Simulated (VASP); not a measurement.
# Cr (Im-3m) in VASP: a series of runs

The runs below take Cr through electric field gradients, with PBE.

All numbers are computed with VASP 6.6.1; they aren't measurements. Logs are shortened: lines on timing, memory, paths and dates and some standing lists are left out, and cuts for length are marked.

**1. The cell of the first run**

It takes space group Im-3m (No. 229, cubic). The conventional cell has a = 2.845 Å, b = 2.845 Å, c = 2.845 Å, α = 90.00°, β = 90.00°, γ = 90.00°. Cr (site symmetry m-3m) has 14 Cr at 2.46 to 2.84 Å within 3.3 Å.

**2. Electric field gradients, PBE, collinear spin, ferromagnetic start (volume scaled by 0.96)**

The input, INCAR:

```
PREC     = Accurate       # precision mode
ENCUT    = 520            # plane-wave cutoff, eV
EDIFF    = 1E-8           # SCF threshold, eV
ISMEAR   = -1             # smearing method
SIGMA    = 0.08           # smearing width, eV
LREAL    = F              # projectors in reciprocal space
LASPH    = T              # aspherical terms in the spheres
NELM     = 150            # most SCF steps
ALGO     = Normal         # electronic algorithm
ISIF     = 2              # what is computed and relaxed
LWAVE    = F              # write WAVECAR
LCHARG   = F              # write CHGCAR
ISPIN    = 2              # spin polarisation
MAGMOM   = 3              # initial moments
LORBIT   = 11             # projections on sites
LMAXMIX  = 4              # l up to which the mixer works
GGA      = PE             # functional
LEFG     = T            
NBANDS   = 16             # bands
```

The input, KPOINTS:

```
regular mesh
0
Gamma
  18 18 18
```

The input, POSCAR:

```
Cr
1.0
   -1.4224618002      1.4224618002      1.4224618002
    1.4224618002     -1.4224618002      1.4224618002
    1.4224618002      1.4224618002     -1.4224618002
Cr
1
Direct
    0.0000000000      0.0000000000      0.0000000000
```

Potentials or basis: VASP PAW PBE potentials, release 64 (Cr_pv).

Command:

```
> cat potpaw_PBE.64/Cr_pv/POTCAR > POTCAR
> mpirun -np 1 vasp_std > vasp.out
```

OUTCAR:

```text
PREC = Accurate
   ENCUT = 520
   EDIFF = 1E-8
   ISMEAR = -1
   LREAL = F
   LASPH = T
   NELM = 150
   ISIF = 2
   ISPIN = 2
   LORBIT = 11
   GGA = PE

 ion  position               nearest neighbor table
   1  0.000  0.000  0.000-

  LATTYP: Found a body centered cubic cell.
 ALAT       =     2.8449236004

  Lattice vectors:

 A1 = (  -1.4224618002,   1.4224618002,   1.4224618002)
 A2 = (   1.4224618002,  -1.4224618002,   1.4224618002)
 A3 = (   1.4224618002,   1.4224618002,  -1.4224618002)

Analysis of symmetry for initial positions (statically):
=====================================================================
 Subroutine PRICEL returns:
 Original cell was already a primitive cell.

 Routine SETGRP: Setting up the symmetry group for a
 body centered cubic supercell.

 Subroutine GETGRP returns: Found 48 space group operations
 (whereof 48 operations were pure point group operations)
 out of a pool of 48 trial point group operations.

The static configuration has the point symmetry O_h .

Analysis of symmetry for dynamics (positions and initial velocities):
=====================================================================
 Subroutine PRICEL returns:
 Original cell was already a primitive cell.

 Routine SETGRP: Setting up the symmetry group for a
 body centered cubic supercell.

 Subroutine GETGRP returns: Found 48 space group operations
 (whereof 48 operations were pure point group operations)
 out of a pool of 48 trial point group operations.

The dynamic configuration has the point symmetry O_h .

Analysis of structural, dynamic, and magnetic symmetry:
=====================================================================
 Subroutine PRICEL returns:
 Original cell was already a primitive cell.

 Routine SETGRP: Setting up the symmetry group for a
 body centered cubic supercell.

 Subroutine GETGRP returns: Found 48 space group operations
 (whereof 48 operations were pure point group operations)
 out of a pool of 48 trial point group operations.

The overall configuration has the point symmetry O_h .

 Subroutine INISYM returns: Found 48 space group operations
 (whereof 48 operations are pure point group operations),
 and found     1 'primitive' translations

----------------------------------------------------------------------------------------

                                     Primitive cell

  volume of cell :      11.5128

  direct lattice vectors                    reciprocal lattice vectors
    -1.422461800  1.422461800  1.422461800     0.000000000  0.351503288  0.351503288
     1.422461800 -1.422461800  1.422461800     0.351503288  0.000000000  0.351503288
     1.422461800  1.422461800 -1.422461800     0.351503288  0.351503288  0.000000000

  length of vectors
     2.463776110  2.463776110  2.463776110     0.497100717  0.497100717  0.497100717

  position of ions in fractional coordinates (direct lattice)
     0.000000000  0.000000000  0.000000000

  ion indices of the primitive-cell ions
   primitive index   ion index
                 1           1

----------------------------------------------------------------------------------------

 KPOINTS: regular mesh

Automatic generation of k-mesh.
 Grid dimensions read from file:
 generate k-points for:   18   18   18

 Generating k-lattice:

  Cartesian coordinates                     Fractional coordinates (reciprocal lattice)
     0.000000000  0.019527960  0.019527960     0.055555556  0.000000000  0.000000000
     0.019527960  0.000000000  0.019527960     0.000000000  0.055555556  0.000000000
     0.019527960  0.019527960  0.000000000     0.000000000  0.000000000  0.055555556

  Length of vectors
     0.027616707  0.027616707  0.027616707

  Shift w.r.t. Gamma in fractional coordinates (k-lattice)
     0.000000000  0.000000000  0.000000000

[... 37 lines left out ...]
   ions per type =               1
   NGX,Y,Z   is equivalent  to a cutoff of  12.15, 12.15, 12.15 a.u.
   NGXF,Y,Z  is equivalent  to a cutoff of  24.29, 24.29, 24.29 a.u.
 SYSTEM =  unknown system
   PREC   = accura    normal or accurate (medium, high low for compatibility)
   ISTART =      0    job   : 0-new  1-cont  2-samecut
   ICHARG =      2    charge: 1-file 2-atom 10-const
   ISPIN  =      2    spin polarized calculation?
   LNONCOLLINEAR =      F non collinear calculations
   LSORBIT =      F    spin-orbit coupling
   LASPH  =      T    aspherical Exc in radial PAW
   ENCUT  =  520.0 eV  38.22 Ry    6.18 a.u.   4.58  4.58  4.58*2*pi/ulx,y,z
   NELM   =    150;   NELMIN=  2; NELMDL= -5     # of ELM steps
   EDIFF  = 0.1E-07   stopping-criterion for ELM
   LREAL  =      F    real-space projection
   EDIFFG = 0.1E-06   stopping-criterion for IOM
   NSW    =      0    number of steps for IOM
   IBRION =     -1    ionic relax: 0-MD 1-quasi-New 2-CG
   NFREE  =      0    steps in history (QN), initial steepest desc. (CG)
   ISIF   =      2    stress and relaxation
   ISYM   =      2    0-nonsym 1-usesym 2-fastsym
   POTIM  = 0.5000    time-step for ionic-motion
   TEBEG  =    0.0;   TEEND  =   0.0 temperature during run
   PSTRESS=    0.0 pullay stress
   NELECT =      12.0000    total number of electrons
   NUPDOWN=      -1.0000    fix difference up-down
   EMIN   =  10.00;   EMAX   =-10.00  energy-range for DOS
   EFERMI =   0.00;   METHOD = LEGACY
   ISMEAR =    -1;   SIGMA  =   0.08  broadening in eV -4-tet -1-fermi 0-gaus
   EFERMI_NEDOS =   21; number of points for ismear=-14 and -15
   IALGO  =     38    algorithm
   IMIX   =      4    mixing-type and parameters
     AMIX     =   0.40;   BMIX     =  1.00
     AMIX_MAG =   1.60;   BMIX_MAG =  1.00
  volume/ion in A,a.u.               =      11.51        77.69
  Fermi-wavevector in a.u.,A,eV,Ry     =   1.659872  3.136704 37.486439  2.755176
  Thomas-Fermi vector in A             =   2.747206
   LORBIT       =     11    0 simple, 1 ext, 2 COOP (PROOUT), +10 PAW based schemes
   GGA     = PE    functional components
   LHFCALC =     F    Hartree Fock is set to
   AEXX    =    0.0000 exact exchange contribution
   IVDW    =     0    specifies the selected vdW correction
   LEPSILON=     F    determine dielectric tensor
   LRPA    =     F    only Hartree local field effects (RPA)
 spin polarized calculation
  energy-cutoff  :      520.00
  volume of cell :       11.51
 maximum number of plane-waves:       325
   NGX =  9   NGY =  9   NGZ =  9

 number of electron      11.9999996 magnetization      -0.0000013

 number of electron      11.9999996 magnetization       0.0000003

 Free energy of the ion-electron system (eV)
  ---------------------------------------------------
  ext. energy  EPLUGINS =         0.00000000
  ---------------------------------------------------
  free energy    TOTEN  =        -9.52173749 eV

  energy without entropy =       -9.50490581  energy(sigma->0) =       -9.51332165

 E-fermi :  11.0311     XC(G=0): -13.6930

 val. band max:       11.0250315860   @ k =  -0.4444   0.4444   0.0556
 cond. band min:      11.0337868973   @ k =  -0.2222   0.3333   0.1111
 fundamental gap:      0.0087553113
 Fermi energy:        11.0311016686

 spin component 1

 k-point     1 :       0.0000    0.0000    0.0000
  band No.  band energies     occupation
      1     -31.7021      1.00000
      2     -31.7021      1.00000
      3     -31.7021      1.00000
      4       3.1508      1.00000
      5      10.1044      0.99999
      6      10.1044      0.99999
[... 435 lines left out ...]
      5       8.6402      1.00000
      6      10.6935      0.98551
[... 8 lines left out ...]
     15      41.5151      0.00000
     16      42.3438      0.00000

 [... further k-points ...]

 spin component 2

 k-point     1 :       0.0000    0.0000    0.0000
  band No.  band energies     occupation
      1     -31.7021      1.00000
      2     -31.7021      1.00000
      3     -31.7021      1.00000
      4       3.1508      1.00000
      5      10.1044      0.99999
      6      10.1044      0.99999
[... 435 lines left out ...]
      5       8.6402      1.00000
      6      10.6935      0.98551
[... 8 lines left out ...]
     15      41.5151      0.00000
     16      42.3438      0.00000

 [... further k-points ...]
[... 5 lines left out ...]
  --------------------------------------------------------------------------------------
  -------------------------------------------------------------------------------------
  Total        0.0340021      0.0340021      0.0340021      0.0000000     -0.0000000      0.0000000
  in kB        4.7318906      4.7318906      4.7318906      0.0000000     -0.0000000      0.0000000
  external PRESSURE =       4.7318906 kB  Pullay stress =       0.0000000 kB

 VOLUME and BASIS-vectors are now :
 -----------------------------------------------------------------------------
  energy-cutoff  :      520.00
  volume of cell :       11.51
      direct lattice vectors                 reciprocal lattice vectors
    -1.422461800  1.422461800  1.422461800     0.000000000  0.351503288  0.351503288
     1.422461800 -1.422461800  1.422461800     0.351503288  0.000000000  0.351503288
     1.422461800  1.422461800 -1.422461800     0.351503288  0.351503288  0.000000000

 POSITION                                       TOTAL-FORCE (eV/Angst)
 -----------------------------------------------------------------------------------
      0.00000      0.00000      0.00000         0.000000      0.000000      0.000000
 -----------------------------------------------------------------------------------
    total drift:                                0.000000     -0.000000      0.000000

  FREE ENERGIE OF THE ION-ELECTRON SYSTEM (eV)
  ---------------------------------------------------
  free  energy   TOTEN  =        -9.5217374929 eV

  energy  without entropy=       -9.5049058120  energy(sigma->0) =       -9.51332165

 Electric field gradients (V/A^2)
---------------------------------------------------------------------
 ion       V_xx      V_yy      V_zz      V_xy      V_xz      V_yz
---------------------------------------------------------------------
   1      -0.000    -0.000     0.000    -0.001    -0.001    -0.001
---------------------------------------------------------------------

 Electric field gradients after diagonalization (V/A^2)
 (convention: |V_zz| > |V_xx| > |V_yy|)
----------------------------------------------------------------------
 ion       V_xx      V_yy      V_zz     asymmetry (V_yy - V_xx)/ V_zz
----------------------------------------------------------------------
   1       0.001     0.001    -0.002       0.000
----------------------------------------------------------------------

           NMR quadrupolar parameters

 Cq : quadrupolar parameter    Cq=e*Q*V_zz/h
 eta: asymmetry parameters     (V_yy - V_xx)/ V_zz
 Q  : nuclear electric quadrupole moment in mb (millibarn)
----------------------------------------------------------------------
 ion       Cq(MHz)       eta       Q (mb)
----------------------------------------------------------------------
   1      -0.000       0.000       1.000
----------------------------------------------------------------------

 total charge

# of ion       s       p       d       tot
------------------------------------------
    1        0.442   6.408   4.215  11.065

 magnetization (x)

# of ion       s       p       d       tot
------------------------------------------
    1       -0.000   0.000   0.000   0.000
```

It took 2.3 min on 1 thread of AMD EPYC 7R13, shared host; peak memory 0.13 GiB.

Results:

```yaml
Free_energy: -9.5217 eV
Pressure: 0.5 GPa
Band_gap_on_the_k_mesh: zero (filled and empty bands overlap)
Net_moment: 0.00 μB per cell
Valence_electrons_inside_the_program's_atomic_spheres: Cr 11.06
```

Levels at points of the mesh, in eV from the Fermi level:
Spin up:
```
           k point  band 4  band 5  band 6  band 7  band 8  band 9
(0.00, 0.00, 0.00)   -7.88   -0.93   -0.93   -0.93    1.14    1.14
(0.50, 0.00, 0.00)   -4.46   -2.48    1.11    1.14    1.48    2.84
(0.50, 0.50, 0.50)   -4.34   -4.34    2.44    2.44    2.44    7.09
```
Spin down:
```csv
k point,band 2,band 3,band 4,band 5,band 6,band 7,band 8,band 9,band 10,band 11
"(0.00, 0.00, 0.00)",-42.73,-42.73,-7.88,-0.93,-0.93,-0.93,1.14,1.14,7.10,22.32
"(0.50, 0.00, 0.00)",-43.02,-42.74,-4.46,-2.48,1.11,1.14,1.48,2.84,7.09,9.95
"(0.50, 0.50, 0.50)",-43.37,-43.37,-4.34,-4.34,2.44,2.44,2.44,7.09,10.63,10.63
```

Caveat: the starting moments collapsed, and a magnetic state may lie lower; without QUAD_EFG the Cq values of the log hold for a quadrupole moment of 1 mb, not for the nuclei.

(Continued in part 2 of 4.)
